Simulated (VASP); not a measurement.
**BaReO3: single point with LDA**

BaReO3:

```
CELL_PARAMETERS angstrom
4.06473 0.00000 0.00000
0.00000 4.06473 0.00000
0.00000 0.00000 4.06473
ATOMIC_POSITIONS crystal
Ba 0.00000 0.00000 0.00000
Re 0.50000 0.50000 0.50000
O 0.50000 0.50000 0.00000
O 0.50000 0.00000 0.50000
O 0.00000 0.50000 0.50000
```

```yaml
Program: VASP 6.6.1
Task: single point
Functional: LDA
Potentials_or_basis: VASP PAW LDA potentials, release 64 (Ba_sv, Re, O)
Cutoff: 520 eV
k_mesh: 6 × 6 × 6
Occupations: fermi-dirac, width 0.1 eV
Spin: no spin polarisation
```

* Pressure: -11.2 GPa
* Band gap on the k mesh: zero (an odd number of electrons rules out a gap without spin polarisation)

Levels at points of the mesh, in eV from the Fermi level:
```
           k point  band 13  band 14  band 15  band 16  band 17  band 18  band 19  band 20  band 21  band 22
(0.00, 0.00, 0.00)    -4.24    -3.52    -3.52    -3.52    -2.42    -2.42    -2.42     1.06     1.06     1.91
(0.50, 0.00, 0.00)    -5.13    -5.00    -4.09    -4.09    -2.25     0.30     0.30     1.07     3.17     3.83
(0.50, 0.50, 0.00)    -5.20    -4.07    -4.07    -3.26     0.32     0.32     1.04     1.91     4.60     5.00
(0.50, 0.50, 0.50)    -6.14    -3.18    -3.18    -3.18     1.39     1.39     1.39     3.38     3.38     3.38
```

It took 66 s on 1 thread of AMD EPYC 7R13, with other jobs on the host, peak memory 0.14 GiB.

Caveat: the cell stands under tension; spin-orbit coupling is left out, which moves the levels of the heavy elements; an odd number of electrons without spin polarisation forces a metal; a magnetic or distorted state may lie lower.
